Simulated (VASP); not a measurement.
Here is a VASP 6.6.1 calculation.

Contents of INCAR:

```
SYSTEM = In
PREC = Accurate
ENCUT = 520
EDIFF = 1E-6
ISMEAR = 0
SIGMA = 0.1
LREAL = .False.
LASPH = .True.
NELM = 100
ALGO = Fast
ISIF = 2
LWAVE = .False.
LCHARG = .False.
GGA = PS
NBANDS = 12
```

KPOINTS

```
Automatic mesh
0
Gamma
  18 18 18
  0 0 0
```

File POSCAR:

```
In
1.0
   -1.6542731642      1.6542731642      2.3378786880
    1.6542731642     -1.6542731642      2.3378786880
    1.6542731642      1.6542731642     -2.3378786880
In
1
Direct
    0.0000000000      0.0000000000      0.0000000000
```

Potentials or basis: VASP PAW PBE potentials, release 64 (In_d).

Launch:

```sh
$ cat potpaw_PBE.64/In_d/POTCAR > POTCAR
$ mpirun -np 1 vasp_std > vasp.out
```

**Question.** Estimate the pressure.

**Answer.** 0.0 GPa.

Caveat: the PAW data sets were made with another functional, which shifts forces and pressure a little.
